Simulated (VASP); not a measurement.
Write the native input for VASP 6.6.1 that does the following.

```
Task                   : single point
Functional             : PBEsol
Potentials or basis    : VASP PAW PBE potentials, release 64 (Cd, Se)
Cutoff                 : 520 eV
k mesh                 : 6 × 6 × 6
Occupations            : gaussian, width 0.01 eV
Spin                   : no spin polarisation
Dipole correction      : no
Further INCAR settings : ALGO = Normal; EDIFF = 1e-06; NBANDS = 16
```

The structure of CdSe lies in POSCAR:

```
CdSe
1.0
    0.0000000000      3.0413470752      3.0413470752
    3.0413470752      0.0000000000      3.0413470752
    3.0413470752      3.0413470752      0.0000000000
Cd Se
1 1
Direct
    0.0000000000      0.0000000000      0.0000000000
    0.7500000000      0.7500000000      0.7500000000
```

These files were run (other wordings do the same):

INCAR

```
SYSTEM = CdSe
PREC     = Accurate       ! precision mode
ENCUT    = 520            ! plane-wave cutoff, eV
EDIFF    = 1E-6           ! SCF threshold, eV
ISMEAR   = 0              ! smearing method
SIGMA    = 0.01           ! smearing width, eV
LREAL    = .False.        ! projectors in reciprocal space
LASPH    = .True.         ! aspherical terms in the spheres
NELM     = 100            ! most SCF steps
ALGO     = Normal         ! electronic algorithm
ISIF     = 2              ! what is computed and relaxed
LWAVE    = .False.        ! write WAVECAR
LCHARG   = .True.         ! write CHGCAR
GGA      = PS             ! functional
LELF     = .True.         ! ELF
LVHAR    = .True.       
NBANDS   = 16             ! bands
```

KPOINTS

```
regular mesh
0
Gamma
  6 6 6
  0 0 0
```

Potentials or basis: VASP PAW PBE potentials, release 64 (Cd, Se).

Command:

```console
$ cat potpaw_PBE.64/Cd/POTCAR potpaw_PBE.64/Se/POTCAR > POTCAR
$ mpirun -np 1 vasp_std > vasp.out
```

Results of the run:

```json
{
  "Pressure": "0.3 GPa",
  "Band gap on the k mesh": "0.48 eV, direct"
}
```

Caveat: the PAW data sets were made with another functional, which shifts forces and pressure a little.

Wall time 13 s on 1 thread of Intel Xeon 6975P-C, with other jobs on the host, peak memory 0.18 GiB.
